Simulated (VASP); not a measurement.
Here is a VASP 6.6.1 calculation.

File INCAR:

```
  PREC = Accurate
  ENCUT = 600
  EDIFF = 1E-7
  ISMEAR = 0
  SIGMA = 0.1
  LREAL = False
  LASPH = True
  NELM = 60
  ALGO = Normal
  ISIF = 3
  LWAVE = False
  LCHARG = False
  GGA = PE
  IBRION = 2
  NSW = 90
  EDIFFG = -0.04
```

The input KPOINTS:

```
regular mesh
0
Gamma
  6 6 4
```

The input POSCAR:

```
LiHf2O2
1.0
    3.6890274400      0.0000000000      0.0000000000
   -1.8445137200      3.1947914800      0.0000000000
    0.0000000000      0.0000000000      6.1476508200
Li Hf O
1 2 2
Direct
    0.0000000000      0.0000000000      0.0000000000
    0.0000000000      0.0000000000      0.3173946500
    0.0000000000      0.0000000000      0.6826053500
    0.3333333300      0.6666666700      0.5000000000
    0.6666666700      0.3333333300      0.5000000000
```

Potentials or basis: VASP PAW PBE potentials, release 64 (Li_sv, Hf_pv, O).

Launch:

```bash
$ cat potpaw_PBE.64/Li_sv/POTCAR potpaw_PBE.64/Hf_pv/POTCAR potpaw_PBE.64/O/POTCAR > POTCAR
$ mpirun -np 1 vasp_std > vasp.out
```

Predict the band gap on the k mesh.

zero (an odd number of electrons rules out a gap without spin polarisation).

Estimate the relaxed cell.

a = 3.563 Å, b = 3.563 Å, c = 8.113 Å, α = 90.00°, β = 90.00°, γ = 120.00°.

What does it give for the relaxed volume?

17.84 Å³/atom.

Estimate the space group after relaxing (to 0.1 Å).

P6/mmm (No. 191).

Final structure:
```
Li Hf O
1.0
     3.56294    0.00000    0.00000
    -1.78147    3.08560    0.00000
     0.00000    0.00000    8.11286
Li Hf O
1 2 2
Direct
  0.00000 0.00000 0.00000
  0.00000 0.00000 0.34994
  0.00000 0.00000 0.65006
  0.33333 0.66667 0.50000
  0.66667 0.33333 0.50000
```

Caveat: the cutoff is under 1.25 times the usual one of these potentials, so pressure, stress and relaxed cells hold a basis-set (Pulay) error; the volume moved by over 15 % at a fixed basis, so the end points are rough; spin-orbit coupling is left out, which moves the levels of the heavy elements; an odd number of electrons without spin polarisation forces a metal; a magnetic or distorted state may lie lower.
